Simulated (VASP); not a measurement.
# SrSi4 (Cmmm) in VASP: further runs, part 2 of 2

VASP 6.6.1.

## Step 3: Single point, PBE

This run uses another cell than the first one, of 21.77 Å³/atom.

INCAR reads:

```
ALGO = Normal
EDIFF = 1E-6
ENCUT = 520
GGA = PE
ISIF = 2
ISMEAR = 0
LASPH = T
LCHARG = F
LREAL = F
LWAVE = F
NBANDS = 21
NELM = 80
PREC = Accurate
SIGMA = 0.1
```

KPOINTS reads:

```
k-points
0
Gamma
  6 6 6
```

POSCAR reads:

```
SrSi4
1.0
    2.3971579622     -5.7197842556      0.0000000000
    2.3971579622      5.7197842556      0.0000000000
    0.0000000000      0.0000000000      3.9698590528
Sr Si
1 4
Direct
    0.5000000000      0.5000000000      0.0000000000
    0.1009543977      0.8990456023      0.5000000000
    0.8990456023      0.1009543977      0.5000000000
    0.2161154460      0.7838845540      0.0000000000
    0.7838845540      0.2161154460      0.0000000000
```

Potentials or basis: VASP PAW PBE potentials, release 64 (Sr_sv, Si).

On the command line:

```console
$ cat potpaw_PBE.64/Sr_sv/POTCAR potpaw_PBE.64/Si/POTCAR > POTCAR
$ mpirun -np 1 vasp_std > vasp.out
```

OUTCAR:

```text
EDIFF = 1E-6
   ENCUT = 520
   GGA = PE
   ISIF = 2
   ISMEAR = 0
   LASPH = T
   LREAL = F
   NELM = 80
   PREC = Accurate

 ion  position               nearest neighbor table
   1  0.500  0.500  0.000-   4 3.25   5 3.25   3 3.32   3 3.32   2 3.32   2 3.32   2 3.32   2 3.32
                             3 3.32   3 3.32   4 3.44   5 3.44   5 3.44   4 3.44
   2  0.101  0.899  0.500-   3 2.31   4 2.38   4 2.38   1 3.32   1 3.32   1 3.32   1 3.32
   3  0.899  0.101  0.500-   2 2.31   5 2.38   5 2.38   1 3.32   1 3.32   1 3.32   1 3.32
   4  0.216  0.784  0.000-   2 2.38   2 2.38   5 2.52   5 2.52   1 3.25   1 3.44   1 3.44
   5  0.784  0.216  0.000-   3 2.38   3 2.38   4 2.52   4 2.52   1 3.25   1 3.44   1 3.44

  LATTYP: Found a base centered orthorhombic cell.
 ALAT       =     4.7943159244
 B/A-ratio  =     2.3860689808
 C/A-ratio  =     0.8280345132

  Lattice vectors:

 A1 = (   2.3971579622,  -5.7197842556,   0.0000000000)
 A2 = (   2.3971579622,   5.7197842556,   0.0000000000)
 A3 = (   0.0000000000,   0.0000000000,   3.9698590528)

[... 179 lines left out ...]
  energy without entropy =      -23.82102708  energy(sigma->0) =      -23.82499173

 E-fermi :   5.6720     XC(G=0):  -9.5731

 val. band max:        5.6707633313   @ k =  -0.3333   0.1667   0.0000
 cond. band min:       5.8029065530   @ k =   0.3333   0.0000   0.1667
 fundamental gap:      0.1321432217
 Fermi energy:         5.6719558845

 k-point     1 :       0.0000    0.0000    0.0000
  band No.  band energies     occupation
      1     -29.6558      2.00000
      2     -11.7867      2.00000
      3     -11.7441      2.00000
      4     -11.6109      2.00000
      5      -6.0197      2.00000
      6      -2.7179      2.00000
[... 565 lines left out ...]
     20       9.3395      0.00000
     21      10.2035      0.00000

 [... further k-points ...]

------------------------ aborting loop because EDIFF is reached ----------------------------------------

  FORCE on cell =-STRESS in cart. coord.  units (eV):
  Direction    XX          YY          ZZ          XY          YZ          ZX
  --------------------------------------------------------------------------------------
  -------------------------------------------------------------------------------------
  Total        0.1031772     -0.0782907     -0.1263141      0.0000000      0.0000000      0.0000000
  in kB        1.5184937     -1.1522312     -1.8590074      0.0000000      0.0000000      0.0000000
  external PRESSURE =      -0.4975816 kB  Pullay stress =       0.0000000 kB

 VOLUME and BASIS-vectors are now :
 -----------------------------------------------------------------------------
  energy-cutoff  :      520.00
  volume of cell :      108.86
      direct lattice vectors                 reciprocal lattice vectors
     2.397157962 -5.719784256  0.000000000     0.208580330 -0.087415885  0.000000000
     2.397157962  5.719784256  0.000000000     0.208580330  0.087415885  0.000000000
     0.000000000  0.000000000  3.969859053     0.000000000  0.000000000  0.251898112

 POSITION                                       TOTAL-FORCE (eV/Angst)
 -----------------------------------------------------------------------------------
      2.39716      0.00000      0.00000         0.000000      0.000000      0.000000
      2.39716      4.56491      1.98493        -0.000000     -0.003627     -0.000000
      2.39716     -4.56491      1.98493        -0.000000      0.003627      0.000000
      2.39716      3.24752      0.00000        -0.000000      0.038844      0.000000
      2.39716     -3.24752      0.00000        -0.000000     -0.038844      0.000000
 -----------------------------------------------------------------------------------
    total drift:                                0.000000     -0.000000      0.000000

  FREE ENERGIE OF THE ION-ELECTRON SYSTEM (eV)
  ---------------------------------------------------
  free  energy   TOTEN  =       -23.8289563670 eV

  energy  without entropy=      -23.8210270837  energy(sigma->0) =      -23.82499173
```

OSZICAR:

```text
N       E                     dE             d eps       ncg     rms          rms(c)
DAV:   1     0.879281590856E+02    0.87928E+02   -0.11320E+04  2184   0.106E+03
DAV:   2    -0.174803823890E+02   -0.10541E+03   -0.10219E+03  2710   0.198E+02
DAV:   3    -0.239214043720E+02   -0.64410E+01   -0.63917E+01  3609   0.393E+01
DAV:   4    -0.240950254682E+02   -0.17362E+00   -0.17320E+00  3026   0.567E+00
DAV:   5    -0.241008956026E+02   -0.58701E-02   -0.58696E-02  3249   0.898E-01    0.177E+01
DAV:   6    -0.238936323076E+02    0.20726E+00   -0.21833E-01  2688   0.229E+00    0.105E+01
DAV:   7    -0.238304862276E+02    0.63146E-01   -0.31371E-01  2974   0.277E+00    0.783E-01
DAV:   8    -0.238290542627E+02    0.14320E-02   -0.41144E-02  2730   0.912E-01    0.404E-01
DAV:   9    -0.238288969292E+02    0.15733E-03   -0.34490E-03  3028   0.284E-01    0.188E-01
DAV:  10    -0.238289493862E+02   -0.52457E-04   -0.42346E-04  3039   0.987E-02    0.517E-02
DAV:  11    -0.238289522980E+02   -0.29118E-05   -0.42032E-05  2828   0.295E-02    0.266E-02
DAV:  12    -0.238289568369E+02   -0.45389E-05   -0.13447E-05  2972   0.177E-02    0.108E-02
DAV:  13    -0.238289563670E+02    0.46992E-06   -0.14213E-06  2104   0.543E-03
   1 F= -.23828956E+02 E0= -.23824992E+02  d E =-.792928E-02
```

It took 2.5 min on 1 thread of Oxide Virtual Turin-like, shared host; peak memory 0.26 GiB.

What came out:

| Item | Value |
| --- | --- |
| Free energy | -23.8290 eV |
| Pressure | 0.0 GPa |
| Largest force | 0.039 eV/Å |
| Band gap on the k mesh | zero (bands 13 and 14 overlap by 1.11 eV) |

Forces in eV/Å, atoms in the order of the input:
```
Sr   0.000  0.000  0.000
Si   0.000 -0.004  0.000
Si   0.000  0.004  0.000
Si   0.000  0.039  0.000
Si   0.000 -0.039  0.000
```

Stress tensor (GPa, compression positive):
```
 0.15  0.00  0.00
 0.00 -0.12  0.00
 0.00  0.00 -0.19
```

## Step 4: Single point, PBE

This run uses another cell than the first one, of 21.85 Å³/atom.

INCAR reads:

```
  PREC = Accurate
  ENCUT = 520
  EDIFF = 1E-7
  ISMEAR = 0
  SIGMA = 0.1
  LREAL = False
  LASPH = True
  NELM = 80
  ALGO = Normal
  ISIF = 2
  LWAVE = False
  LCHARG = False
  GGA = PE
  NBANDS = 21
```

KPOINTS reads:

```
regular mesh
0
Gamma
  8 8 10
```

POSCAR reads:

```
SrSi4
1.0
    2.4156924226     -5.7558337441      0.0000000000
    2.4156924226      5.7558337441      0.0000000000
    0.0000000000      0.0000000000      3.9278114765
Sr Si
1 4
Direct
    0.5000000000      0.5000000000      0.0000000000
    0.1002827073      0.8997172927      0.5000000000
    0.8997172927      0.1002827073      0.5000000000
    0.2159113649      0.7840886351      0.0000000000
    0.7840886351      0.2159113649      0.0000000000
```

Potentials or basis: VASP PAW PBE potentials, release 64 (Sr_sv, Si).

On the command line:

```console
$ cat potpaw_PBE.64/Sr_sv/POTCAR potpaw_PBE.64/Si/POTCAR > POTCAR
$ mpirun -np 1 vasp_std > vasp.out
```

OUTCAR:

```text
PREC = Accurate
   ENCUT = 520
   EDIFF = 1E-7
   ISMEAR = 0
   LREAL = False
   LASPH = True
   NELM = 80
   ISIF = 2
   GGA = PE

 ion  position               nearest neighbor table
   1  0.500  0.500  0.000-   4 3.27   5 3.27   3 3.32   3 3.32   2 3.32   2 3.32   2 3.32   2 3.32
                             3 3.32   3 3.32   4 3.47   5 3.47   5 3.47   4 3.47
   2  0.100  0.900  0.500-   3 2.31   4 2.37   4 2.37   1 3.32   1 3.32   1 3.32   1 3.32
   3  0.900  0.100  0.500-   2 2.31   5 2.37   5 2.37   1 3.32   1 3.32   1 3.32   1 3.32
   4  0.216  0.784  0.000-   2 2.37   2 2.37   5 2.54   5 2.54   1 3.27   1 3.47   1 3.47
   5  0.784  0.216  0.000-   3 2.37   3 2.37   4 2.54   4 2.54   1 3.27   1 3.47   1 3.47

  LATTYP: Found a base centered orthorhombic cell.
 ALAT       =     4.8313848452
 B/A-ratio  =     2.3826848527
 C/A-ratio  =     0.8129783907

  Lattice vectors:

 A1 = (   2.4156924226,  -5.7558337441,   0.0000000000)
 A2 = (   2.4156924226,   5.7558337441,   0.0000000000)
 A3 = (   0.0000000000,   0.0000000000,   3.9278114765)

Analysis of symmetry for initial positions (statically):
=====================================================================
 Subroutine PRICEL returns:
 Original cell was already a primitive cell.

 Routine SETGRP: Setting up the symmetry group for a
 base centered orthorhombic supercell.

 Subroutine GETGRP returns: Found  8 space group operations
 (whereof  8 operations were pure point group operations)
 out of a pool of  8 trial point group operations.

The static configuration has the point symmetry D_2h.

Analysis of symmetry for dynamics (positions and initial velocities):
=====================================================================
 Subroutine PRICEL returns:
 Original cell was already a primitive cell.

 Routine SETGRP: Setting up the symmetry group for a
[... 130 lines left out ...]
   IMIX   =      4    mixing-type and parameters
     AMIX     =   0.40;   BMIX     =  1.00
     AMIX_MAG =   1.60;   BMIX_MAG =  1.00
  volume/ion in A,a.u.               =      21.85       147.42
  Fermi-wavevector in a.u.,A,eV,Ry     =   1.014587  1.917291 14.005646  1.029386
  Thomas-Fermi vector in A             =   2.147823
   LORBIT       =      0    0 simple, 1 ext, 2 COOP (PROOUT), +10 PAW based schemes
   GGA     = PE    functional components
   LHFCALC =     F    Hartree Fock is set to
   AEXX    =    0.0000 exact exchange contribution
   IVDW    =     0    specifies the selected vdW correction
   LEPSILON=     F    determine dielectric tensor
   LRPA    =     F    only Hartree local field effects (RPA)
 non-spin polarized calculation
 Gauss-broadening in eV      SIGMA  =   0.10
  energy-cutoff  :      520.00
  volume of cell :      109.23
 maximum number of plane-waves:      2962
 NGX is ok and might be reduce to    48
   NGX = 23   NGY = 23   NGZ = 15

 number of electron      26.0000000 magnetization

 Free energy of the ion-electron system (eV)
  ---------------------------------------------------
  ext. energy  EPLUGINS =         0.00000000
  ---------------------------------------------------
  free energy    TOTEN  =       -23.78906413 eV

  energy without entropy =      -23.78326500  energy(sigma->0) =      -23.78616456

 E-fermi :   5.6986     XC(G=0):  -9.5561

 val. band max:        5.6576956911   @ k =   0.3750   0.3750   0.4000
 cond. band min:       5.7294563634   @ k =  -0.3750   0.3750   0.0000
 fundamental gap:      0.0717606723
 Fermi energy:         5.6986440958

 k-point     1 :       0.0000    0.0000    0.0000
  band No.  band energies     occupation
      1     -29.7163      2.00000
      2     -11.8424      2.00000
      3     -11.7951      2.00000
      4     -11.6645      2.00000
      5      -6.0355      2.00000
      6      -2.8276      2.00000
[... 565 lines left out ...]
     20       9.5389      0.00000
     21      10.1524      0.00000

 [... further k-points ...]

------------------------ aborting loop because EDIFF is reached ----------------------------------------

  FORCE on cell =-STRESS in cart. coord.  units (eV):
  Direction    XX          YY          ZZ          XY          YZ          ZX
  --------------------------------------------------------------------------------------
  -------------------------------------------------------------------------------------
  Total        0.0548729      0.0115069      0.0044127     -0.0000000      0.0000000      0.0000000
  in kB        0.8048921      0.1687868      0.0647262     -0.0000000      0.0000000      0.0000000
  external PRESSURE =       0.3461350 kB  Pullay stress =       0.0000000 kB

 VOLUME and BASIS-vectors are now :
 -----------------------------------------------------------------------------
  energy-cutoff  :      520.00
  volume of cell :      109.23
      direct lattice vectors                 reciprocal lattice vectors
     2.415692423 -5.755833744  0.000000000     0.206979993 -0.086868388  0.000000000
     2.415692423  5.755833744  0.000000000     0.206979993  0.086868388  0.000000000
     0.000000000  0.000000000  3.927811477     0.000000000  0.000000000  0.254594704

 POSITION                                       TOTAL-FORCE (eV/Angst)
 -----------------------------------------------------------------------------------
      2.41569      0.00000      0.00000         0.000000      0.000000      0.000000
      2.41569      4.60141      1.96391         0.000000     -0.000814      0.000000
      2.41569     -4.60141      1.96391         0.000000      0.000814     -0.000000
      2.41569      3.27033      0.00000         0.000000      0.003611      0.000000
      2.41569     -3.27033      0.00000         0.000000     -0.003611      0.000000
 -----------------------------------------------------------------------------------
    total drift:                                0.000000     -0.000000      0.000000

  FREE ENERGIE OF THE ION-ELECTRON SYSTEM (eV)
  ---------------------------------------------------
  free  energy   TOTEN  =       -23.7890641250 eV

  energy  without entropy=      -23.7832649974  energy(sigma->0) =      -23.78616456
```

OSZICAR:

```text
N       E                     dE             d eps       ncg     rms          rms(c)
DAV:   1     0.884027601925E+02    0.88403E+02   -0.11227E+04  5292   0.106E+03
DAV:   2    -0.175028787224E+02   -0.10591E+03   -0.10265E+03  6688   0.198E+02
DAV:   3    -0.238911745450E+02   -0.63883E+01   -0.63232E+01  8714   0.392E+01
DAV:   4    -0.240635670445E+02   -0.17239E+00   -0.17198E+00  7401   0.562E+00
DAV:   5    -0.240696050207E+02   -0.60380E-02   -0.60375E-02  7791   0.885E-01    0.175E+01
DAV:   6    -0.238526646670E+02    0.21694E+00   -0.26023E-01  6487   0.243E+00    0.103E+01
DAV:   7    -0.237902962458E+02    0.62368E-01   -0.32741E-01  7313   0.280E+00    0.885E-01
DAV:   8    -0.237894534874E+02    0.84276E-03   -0.37412E-02  6664   0.873E-01    0.434E-01
DAV:   9    -0.237889867446E+02    0.46674E-03   -0.39929E-03  7431   0.289E-01    0.196E-01
DAV:  10    -0.237890452680E+02   -0.58523E-04   -0.42774E-04  7419   0.102E-01    0.557E-02
DAV:  11    -0.237890618792E+02   -0.16611E-04   -0.37147E-05  6790   0.308E-02    0.186E-02
DAV:  12    -0.237890641735E+02   -0.22943E-05   -0.51840E-06  6699   0.119E-02    0.589E-03
DAV:  13    -0.237890641250E+02    0.48455E-07   -0.51205E-07  6782   0.346E-03
   1 F= -.23789064E+02 E0= -.23786165E+02  d E =-.579913E-02
```

stdout:

```text
POSCAR found type information on POSCAR SrSi
 POSCAR found :  2 types and       5 ions
 scaLAPACK will be used
 LDA part: xc-table for (Slater+PW92), standard interpolation
 POSCAR, INCAR and KPOINTS ok, starting setup
 FFT: planning ... GRIDC
 FFT: planning ... GRID_SOFT
 FFT: planning ... GRID
 WAVECAR not read
 entering main loop
```

Wall time 6.6 min (1 thread of Oxide Virtual Turin-like, shared host); peak memory 0.39 GiB.

What came out:

```
Free energy            : -23.7891 eV
Pressure               : 0.0 GPa
Largest force          : 0.004 eV/Å
Band gap on the k mesh : zero (bands 13 and 14 overlap by 1.15 eV)
```

Forces in eV/Å, atoms in the order of the input:
```
Sr   0.000  0.000  0.000
Si   0.000 -0.001  0.000
Si   0.000  0.001  0.000
Si   0.000  0.004  0.000
Si   0.000 -0.004  0.000
```

Levels at points of the mesh, in eV from the Fermi level:
```tsv
k point	band 11	band 12	band 13	band 14	band 15	band 16
(0.00, 0.00, 0.00)	-1.75	-1.13	-1.02	-0.60	1.74	2.14
(0.50, 0.00, 0.00)	-2.57	-1.88	0.54	0.98	1.59	1.80
(0.50, 0.50, 0.00)	-2.15	-2.00	-0.86	-0.14	0.34	0.82
(0.00, 0.00, 0.50)	-3.51	-2.11	-0.93	-0.07	0.42	2.50
(0.50, 0.00, 0.50)	-3.32	-2.28	-0.89	1.24	1.77	2.22
(0.50, 0.50, 0.50)	-2.45	-1.98	-1.35	0.59	0.83	1.20
```

## Step 5: Overview

| cell | k mesh | gap on the mesh (eV) | pressure (GPa) | largest force (eV/Å) |
| --- | --- | --- | --- | --- |
| a = 5.924, b = 5.924, c = 3.596 Å, angles 90.0, 90.0, 146.1°, 5 atoms, atomic positions A | 6 × 6 × 6 | none | 68.5 | 1.45 |
| a = 6.202, b = 6.202, c = 3.970 Å, angles 90.0, 90.0, 134.5°, 5 atoms, atomic positions B | 6 × 6 × 6 | none | 0.0 | 0.04 |
| a = 6.242, b = 6.242, c = 3.928 Å, angles 90.0, 90.0, 134.5°, 5 atoms, atomic positions C | 8 × 8 × 10 | none | 0.0 | - |

Alike in all rows: task single point; level PBE; potentials or basis VASP PAW PBE potentials, release 64 (Sr_sv, Si); no spin polarisation; cutoff (eV) 520; smearing gaussian 0.1 eV.

Caveats: the stress differs along the axes, from 63 to 76 GPa (at least some runs); forces of over 1 eV/Å act on the atoms, so gaps and moduli don't describe the material at rest (at least some runs).

Total energies depend on the potentials used, so only differences within one code and one set of settings carry meaning.

The gap in the log of VASP goes by the Fermi energy; the results here count the filled bands.